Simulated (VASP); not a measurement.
# BeTe (rocksalt type) (Fm-3m) in VASP: further runs

The runs below take BeTe (rocksalt type) through single point, with PBEsol.

Everything below comes from runs of VASP 6.6.1. Logs are shortened: lines on timing, memory, paths and dates and some standing lists are left out, and cuts for length are marked.

**1. The cell of the first run**

It takes space group Fm-3m (No. 225, cubic). Conventional cell: a = 4.921 Å, b = 4.921 Å, c = 4.921 Å, α = 90.00°, β = 90.00°, γ = 90.00°. Within 3.2 Å of Be (site symmetry m-3m) lie 6 Te at 2.46 Å. Te (site symmetry m-3m) has 6 Be at 2.46 Å within 3.2 Å.

**2. Single point, PBEsol (14.90 Å³/atom)**

Input file INCAR:

```
SYSTEM = BeTe
PREC = Accurate ; ENCUT = 520
EDIFF = 1E-6 ; ISMEAR = -1
SIGMA = 0.08 ; LREAL = .FALSE.
LASPH = .TRUE. ; NELM = 100
ALGO = Normal ; ISIF = 2
LWAVE = .FALSE. ; LCHARG = .FALSE.
GGA = PS ; NBANDS = 11
```

Input file KPOINTS:

```
Automatic mesh
0
G
  15 15 15
  0 0 0
```

Input file POSCAR:

```
BeTe
1.0
    0.0000000000      2.4607274692      2.4607274692
    2.4607274692      0.0000000000      2.4607274692
    2.4607274692      2.4607274692      0.0000000000
Be Te
1 1
Direct
    0.0000000000      0.0000000000      0.0000000000
    0.5000000000      0.5000000000      0.5000000000
```

Potentials or basis: VASP PAW PBE potentials, release 64 (Be, Te).

The run is started by

```bash
> cat potpaw_PBE.64/Be/POTCAR potpaw_PBE.64/Te/POTCAR > POTCAR
> mpirun -np 1 vasp_std > vasp.out
```

OUTCAR:

```text
SYSTEM = BeTe
   PREC = Accurate
   ENCUT = 520
   EDIFF = 1E-6
   ISMEAR = -1
   LREAL = .FALSE.
   LASPH = .TRUE.
   NELM = 100
   ISIF = 2
   GGA = PS

 ion  position               nearest neighbor table
   1  0.000  0.000  0.000-   2 2.46   2 2.46   2 2.46   2 2.46   2 2.46   2 2.46
   2  0.500  0.500  0.500-   1 2.46   1 2.46   1 2.46   1 2.46   1 2.46   1 2.46

  LATTYP: Found a face centered cubic cell.
 ALAT       =     4.9214549384

  Lattice vectors:

 A1 = (   0.0000000000,   2.4607274692,   2.4607274692)
 A2 = (   2.4607274692,   0.0000000000,   2.4607274692)
 A3 = (   2.4607274692,   2.4607274692,   0.0000000000)

Analysis of symmetry for initial positions (statically):
=====================================================================
 Subroutine PRICEL returns:
 Original cell was already a primitive cell.

 Routine SETGRP: Setting up the symmetry group for a
 face centered cubic supercell.

 Subroutine GETGRP returns: Found 48 space group operations
 (whereof 48 operations were pure point group operations)
 out of a pool of 48 trial point group operations.

The static configuration has the point symmetry O_h .

Analysis of symmetry for dynamics (positions and initial velocities):
=====================================================================
 Subroutine PRICEL returns:
 Original cell was already a primitive cell.

 Routine SETGRP: Setting up the symmetry group for a
 face centered cubic supercell.

 Subroutine GETGRP returns: Found 48 space group operations
 (whereof 48 operations were pure point group operations)
 out of a pool of 48 trial point group operations.

The dynamic configuration has the point symmetry O_h .

 Subroutine INISYM returns: Found 48 space group operations
 (whereof 48 operations are pure point group operations),
 and found     1 'primitive' translations

----------------------------------------------------------------------------------------

                                     Primitive cell

  volume of cell :      29.8003

  direct lattice vectors                    reciprocal lattice vectors
     0.000000000  2.460727469  2.460727469    -0.203191945  0.203191945  0.203191945
     2.460727469  0.000000000  2.460727469     0.203191945 -0.203191945  0.203191945
     2.460727469  2.460727469  0.000000000     0.203191945  0.203191945 -0.203191945

  length of vectors
     3.479994160  3.479994160  3.479994160     0.351938772  0.351938772  0.351938772

  position of ions in fractional coordinates (direct lattice)
     0.000000000  0.000000000  0.000000000
     0.500000000  0.500000000  0.500000000

  ion indices of the primitive-cell ions
   primitive index   ion index
                 1           1
                 2           2

----------------------------------------------------------------------------------------

 KPOINTS: Automatic mesh

Automatic generation of k-mesh.
 Grid dimensions read from file:
 generate k-points for:   15   15   15

 Generating k-lattice:

  Cartesian coordinates                     Fractional coordinates (reciprocal lattice)
    -0.013546130  0.013546130  0.013546130     0.066666667  0.000000000  0.000000000
     0.013546130 -0.013546130  0.013546130     0.000000000  0.066666667  0.000000000
     0.013546130  0.013546130 -0.013546130     0.000000000  0.000000000  0.066666667

  Length of vectors
     0.023462585  0.023462585  0.023462585

  Shift w.r.t. Gamma in fractional coordinates (k-lattice)
     0.000000000  0.000000000  0.000000000

 Subroutine IBZKPT returns following result:
 ===========================================

 Found    120 irreducible k-points:

 Following reciprocal coordinates:
            Coordinates               Weight
  0.000000  0.000000  0.000000      1.000000
  0.066667  0.000000  0.000000      8.000000
  0.133333  0.000000  0.000000      8.000000
  0.200000  0.000000  0.000000      8.000000
  0.266667  0.000000  0.000000      8.000000
  0.333333  0.000000  0.000000      8.000000
[... 16 lines left out ...]
  0.133333  0.133333  0.000000      6.000000
  0.200000  0.133333  0.000000     24.000000
 [... further k-points ...]
   k-points           NKPTS =    120   k-points in BZ     NKDIM =    120   number of bands    NBANDS=     11
   number of dos      NEDOS =    301   number of ions     NIONS =      2
   total plane-waves  NPLWV =  21952
   dimension x,y,z NGX =    28 NGY =   28 NGZ =   28
   dimension x,y,z NGXF=    56 NGYF=   56 NGZF=   56
   ions per type =               1   1
   NGX,Y,Z   is equivalent  to a cutoff of  13.38, 13.38, 13.38 a.u.
   NGXF,Y,Z  is equivalent  to a cutoff of  26.75, 26.75, 26.75 a.u.
 SYSTEM =  BeTe
   PREC   = accura    normal or accurate (medium, high low for compatibility)
   ISTART =      0    job   : 0-new  1-cont  2-samecut
   ICHARG =      2    charge: 1-file 2-atom 10-const
   ISPIN  =      1    spin polarized calculation?
   LNONCOLLINEAR =      F non collinear calculations
   LSORBIT =      F    spin-orbit coupling
   LASPH  =      T    aspherical Exc in radial PAW
   ENCUT  =  520.0 eV  38.22 Ry    6.18 a.u.   6.47  6.47  6.47*2*pi/ulx,y,z
   NELM   =    100;   NELMIN=  2; NELMDL= -5     # of ELM steps
   EDIFF  = 0.1E-05   stopping-criterion for ELM
   LREAL  =      F    real-space projection
   EDIFFG = 0.1E-04   stopping-criterion for IOM
   NSW    =      0    number of steps for IOM
   IBRION =     -1    ionic relax: 0-MD 1-quasi-New 2-CG
   NFREE  =      0    steps in history (QN), initial steepest desc. (CG)
   ISIF   =      2    stress and relaxation
   ISYM   =      2    0-nonsym 1-usesym 2-fastsym
   POTIM  = 0.5000    time-step for ionic-motion
   TEBEG  =    0.0;   TEEND  =   0.0 temperature during run
   PSTRESS=    0.0 pullay stress
   NELECT =       8.0000    total number of electrons
   NUPDOWN=      -1.0000    fix difference up-down
   EMIN   =  10.00;   EMAX   =-10.00  energy-range for DOS
   EFERMI =   0.00;   METHOD = LEGACY
   ISMEAR =    -1;   SIGMA  =   0.08  broadening in eV -4-tet -1-fermi 0-gaus
   EFERMI_NEDOS =   21; number of points for ismear=-14 and -15
   IALGO  =     38    algorithm
   IMIX   =      4    mixing-type and parameters
     AMIX     =   0.40;   BMIX     =  1.00
     AMIX_MAG =   1.60;   BMIX_MAG =  1.00
  volume/ion in A,a.u.               =      14.90       100.55
  Fermi-wavevector in a.u.,A,eV,Ry     =   1.056083  1.995707 15.174726  1.115311
  Thomas-Fermi vector in A             =   2.191305
   LORBIT       =      0    0 simple, 1 ext, 2 COOP (PROOUT), +10 PAW based schemes
   GGA     = PS    functional components
   LHFCALC =     F    Hartree Fock is set to
   AEXX    =    0.0000 exact exchange contribution
   IVDW    =     0    specifies the selected vdW correction
   LEPSILON=     F    determine dielectric tensor
   LRPA    =     F    only Hartree local field effects (RPA)
 non-spin polarized calculation
  energy-cutoff  :      520.00
  volume of cell :       29.80
 maximum number of plane-waves:       821
 NGX is ok and might be reduce to    28
   NGX = 13   NGY = 13   NGZ = 13

 number of electron       8.0000000 magnetization

 Free energy of the ion-electron system (eV)
  ---------------------------------------------------
  ext. energy  EPLUGINS =         0.00000000
  ---------------------------------------------------
  free energy    TOTEN  =        -6.82436007 eV

  energy without entropy =       -6.81351891  energy(sigma->0) =       -6.81893949

 E-fermi :  10.8286     XC(G=0): -11.1117

 val. band max:       10.8160629685   @ k =   0.4667   0.3333   0.0000
 cond. band min:      10.8385321681   @ k =  -0.3333   0.0667   0.0000
 fundamental gap:      0.0224691996
 Fermi energy:        10.8285776724

 k-point     1 :       0.0000    0.0000    0.0000
  band No.  band energies     occupation
      1      -4.8892      2.00000
      2      10.4529      1.98190
      3      10.4529      1.98190
      4      10.4529      1.98190
      5      16.7517      0.00000
      6      17.4949      0.00000
      7      17.4949      0.00000
      8      17.4949      0.00000
      9      17.8751      0.00000
     10      17.8751      0.00000
     11      17.8751      0.00000

 k-point     2 :       0.0667    0.0000    0.0000
  band No.  band energies     occupation
      1      -4.8157      2.00000
      2       9.9028      1.99998
      3      10.4311      1.98619
      4      10.4311      1.98619
      5      16.6681      0.00000
      6      17.3024      0.00000
      7      17.3905      0.00000
      8      17.3905      0.00000
      9      17.6629      0.00000
     10      17.6629      0.00000
     11      18.0736      0.00000

 k-point     3 :       0.1333    0.0000    0.0000
  band No.  band energies     occupation
      1      -4.5968      2.00000
      2       8.6118      2.00000
      3      10.3794      1.99274
      4      10.3794      1.99274
      5      16.1303      0.00000
      6      16.4143      0.00000
      7      16.4143      0.00000
      8      17.2754      0.00000
      9      18.1506      0.00000
     10      18.1506      0.00000
     11      18.7627      0.00000

 k-point     4 :       0.2000    0.0000    0.0000
  band No.  band energies     occupation
      1      -4.2378      2.00000
      2       7.0627      2.00000
      3      10.3293      1.99611
      4      10.3293      1.99611
      5      15.3829      0.00000
      6      15.3829      0.00000
      7      15.5632      0.00000
      8      17.2094      0.00000
      9      18.9225      0.00000
     10      18.9225      0.00000
     11      19.7364      0.00000

 k-point     5 :       0.2667    0.0000    0.0000
  band No.  band energies     occupation
      1      -3.7515      2.00000
      2       5.5047      2.00000
      3      10.3121      1.99686
      4      10.3121      1.99686
      5      14.4383      0.00000
      6      14.4383      0.00000
      7      15.0929      0.00000
      8      17.1146      0.00000
      9      19.9375      0.00000
     10      19.9375      0.00000
     11      20.8241      0.00000
[... 211 lines left out ...]
 k-point    21 :      -0.1333    0.0667    0.0000
  band No.  band energies     occupation
      1      -4.4275      2.00000
      2       8.1126      2.00000
      3       9.4826      2.00000
      4      10.8531      0.84802
      5      15.1932      0.00000
      6      15.7404      0.00000
      7      16.7085      0.00000
      8      17.6224      0.00000
      9      18.0244      0.00000
     10      18.3885      0.00000
     11      19.9531      0.00000

 k-point    22 :      -0.0667    0.0667    0.0000
  band No.  band energies     occupation
      1      -4.6936      2.00000
      2       9.3833      2.00000
      3       9.8518      1.99999
      4      10.6729      1.75007
      5      16.3130      0.00000
      6      16.4007      0.00000
      7      16.9198      0.00000
      8      17.6647      0.00000
      9      17.6751      0.00000
     10      18.0915      0.00000
     11      18.7466      0.00000

 k-point    23 :       0.1333    0.1333    0.0000
  band No.  band energies     occupation
      1      -4.4976      2.00000
      2       9.4616      2.00000
      3       9.4616      2.00000
      4       9.6267      2.00000
      5      14.3061      0.00000
      6      15.6860      0.00000
      7      18.1990      0.00000
      8      18.2927      0.00000
      9      18.2927      0.00000
     10      19.2136      0.00000
     11      19.2136      0.00000

 k-point    24 :       0.2000    0.1333    0.0000
  band No.  band energies     occupation
      1      -4.2313      2.00000
      2       8.1884      2.00000
      3       9.1157      2.00000
      4       9.8296      1.99999
      5      13.3775      0.00000
      6      15.4437      0.00000
      7      17.9860      0.00000
      8      18.0070      0.00000
      9      18.7492      0.00000
     10      20.0575      0.00000
     11      20.2946      0.00000

 [... further k-points ...]

------------------------ aborting loop because EDIFF is reached ----------------------------------------

  FORCE on cell =-STRESS in cart. coord.  units (eV):
  Direction    XX          YY          ZZ          XY          YZ          ZX
  --------------------------------------------------------------------------------------
  -------------------------------------------------------------------------------------
  Total        4.8584409      4.8584409      4.8584409     -0.0000000     -0.0000000      0.0000000
  in kB      261.2082902    261.2082902    261.2082902     -0.0000000     -0.0000000      0.0000000
  external PRESSURE =     261.2082902 kB  Pullay stress =       0.0000000 kB

 VOLUME and BASIS-vectors are now :
 -----------------------------------------------------------------------------
  energy-cutoff  :      520.00
  volume of cell :       29.80
      direct lattice vectors                 reciprocal lattice vectors
     0.000000000  2.460727469  2.460727469    -0.203191945  0.203191945  0.203191945
     2.460727469  0.000000000  2.460727469     0.203191945 -0.203191945  0.203191945
     2.460727469  2.460727469  0.000000000     0.203191945  0.203191945 -0.203191945

 POSITION                                       TOTAL-FORCE (eV/Angst)
 -----------------------------------------------------------------------------------
      0.00000      0.00000      0.00000        -0.000000      0.000000     -0.000000
      2.46073      2.46073      2.46073         0.000000     -0.000000      0.000000
 -----------------------------------------------------------------------------------
    total drift:                                0.000000      0.000000      0.000000

  FREE ENERGIE OF THE ION-ELECTRON SYSTEM (eV)
  ---------------------------------------------------
  free  energy   TOTEN  =        -6.8243600721 eV

  energy  without entropy=       -6.8135189143  energy(sigma->0) =       -6.81893949
```

It took 20 s on 1 thread of AMD EPYC 9R45 (Zen 5), shared host; peak memory 0.15 GiB.

What came out:

```
Free energy            : -6.8244 eV
Pressure               : 26.1 GPa
Band gap on the k mesh : zero (bands 4 and 5 overlap by 1.34 eV)
```

Caveat: the cell stands under pressure; the PAW data sets were made with another functional, which shifts forces and pressure a little; spin-orbit coupling is left out, which moves the levels of the heavy elements.

(Continued in part 2 of 2.)
